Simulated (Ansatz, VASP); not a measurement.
One calculation of InAs, two programs

INCAR

```
PREC = Accurate ; ENCUT = 520
EDIFF = 1E-6 ; ISMEAR = -1
SIGMA = 0.02 ; LREAL = F
LASPH = T ; NELM = 60
ALGO = Normal ; ISIF = 2
LWAVE = F ; LCHARG = F
LDIPOL = T ; IDIPOL = 3
DIPOL = 0.5 0.5 0.500 ; GGA = PE
NBANDS = 36
```

The input KPOINTS:

```
regular mesh
0
Gamma
  6 4 1
```

The input POSCAR:

```
InAs
1.0
    4.3748353786      0.0000000000      0.0000000000
    0.0000000000      6.1869515256      0.0000000000
    0.0000000000      0.0000000000     20.3748000000
In As
3 3
Direct
    0.2500000000      0.1250000000      0.3926410228
    0.7500000000      0.6250000000      0.5000000000
    0.2500000000      0.1250000000      0.6073589772
    0.7500000000      0.8750000000      0.3926410228
    0.2500000000      0.3750000000      0.5000000000
    0.7500000000      0.8750000000      0.6073589772
```

Input for Ansatz:

```yaml
crystal:
  lattice:
    - [4.3748353786, 0.0, 0.0]
    - [0.0, 6.1869515256, 0.0]
    - [0.0, 0.0, 20.3748]
  atoms:
    - { symbol: In, position: [0.25, 0.125, 0.3926410228] }
    - { symbol: As, position: [0.75, 0.875, 0.3926410228] }
    - { symbol: In, position: [0.75, 0.625, 0.5] }
    - { symbol: As, position: [0.25, 0.375, 0.5] }
    - { symbol: In, position: [0.25, 0.125, 0.6073589772] }
    - { symbol: As, position: [0.75, 0.875, 0.6073589772] }
kpoints:
  mp_grid: { grid: [6, 4, 1] }
scf:
  occupations: { method: fermi_dirac, width: 0.02 }
hamiltonian:
  xc: pbe
  pseudopotentials: { kind: paw }
output:
  forces: true
  stress: true
  eigenvalues: true
  populations: true
efield:
  axis: 3
  amplitude: 0
  dipole_correction: true
```

Alike in both runs: task single point; functional PBE; k mesh 6 × 4 × 1; occupations fermi-dirac, width 0.02 eV; no spin polarisation.

|  | VASP | Ansatz |
| --- | --- | --- |
| version | VASP 6.6.1 | Ansatz 0.2.0 |
| potentials or method | VASP PAW PBE potentials, release 64 (In_d, As) | PAW with Ansatz's default frozen-core files, scalar-relativistic |
| plane-wave cutoff (eV) | 520 | 420 |
| valence electrons in the cell | 54 | 84 |

VASP gave:

| Quantity | Value |
| --- | --- |
| rms of the force components (eV/Å) | 0.576 |

**Question.** Estimate Ansatz's values.

**Answer.** rms of the force components (eV/Å): 0.581.

VASP's potentials hold 54 valence electrons a cell and Ansatz's 84, so a difference there can come from the potentials and not from the codes.
